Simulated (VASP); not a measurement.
Ge: single point with LDA

The system is Ge.

```xyz
8
Lattice="4.9777 2.8739 2.0290 -4.9777 2.8739 2.0290 0.0000 -5.7478 2.0290" Properties=species:S:1:pos:R:3 pbc="T T T"
Ge    0.0000    0.0000    4.3585
Ge    0.0000    0.0000    1.7285
Ge   -3.4666   -0.8917    2.6105
Ge    2.5055   -2.5563    2.6105
Ge    0.9610    3.4480    2.6105
Ge    3.4666    0.8917    3.4765
Ge   -2.5055    2.5563    3.4765
Ge   -0.9610   -3.4480    3.4765
```

* Program: VASP 6.6.1
* Task: single point
* Functional: LDA
* Potentials or basis: VASP PAW LDA potentials, release 64 (Ge_d)
* Cutoff: 520 eV
* k mesh: 9 × 9 × 9
* Occupations: gaussian, width 0.15 eV
* Spin: no spin polarisation
* Dipole correction: no
* Further INCAR settings: ALGO = Fast; EDIFF = 1e-06; NBANDS = 66

```json
{
  "Pressure": "-5.4 GPa",
  "Largest force": "0.375 eV/Å",
  "Band gap on the k mesh": "zero (bands 56 and 57 overlap by 0.50 eV)"
}
```

Forces in eV/Å, atoms in the order of the input:
```
Ge   0.000  0.000 -0.375
Ge   0.000  0.000  0.375
Ge   0.136  0.052 -0.145
Ge  -0.113  0.092 -0.145
Ge  -0.023 -0.144 -0.145
Ge  -0.136 -0.052  0.145
Ge   0.113 -0.092  0.145
Ge   0.023  0.144  0.145
```

Stress tensor (GPa, compression positive):
```
-4.39  0.00  0.00
 0.00 -4.39  0.00
 0.00  0.00 -7.33
```

Levels at points of the mesh, in eV from the Fermi level:
| k point | band 52 | band 53 | band 54 | band 55 | band 56 | band 57 | band 58 | band 59 | band 60 | band 61 |
| --- | --- | --- | --- | --- | --- | --- | --- | --- | --- | --- |
| (0.00, 0.00, 0.00) | -3.31 | -3.31 | -1.12 | -1.12 | -0.55 | 1.40 | 1.74 | 1.74 | 4.04 | 4.04 |

It took 35 min on 1 thread of Oxide Virtual Turin-like Processor, with other jobs on the host, peak memory 0.87 GiB.

Caveat: the cell stands under tension; semilocal functionals underestimate gaps, and a narrow one can read as zero.
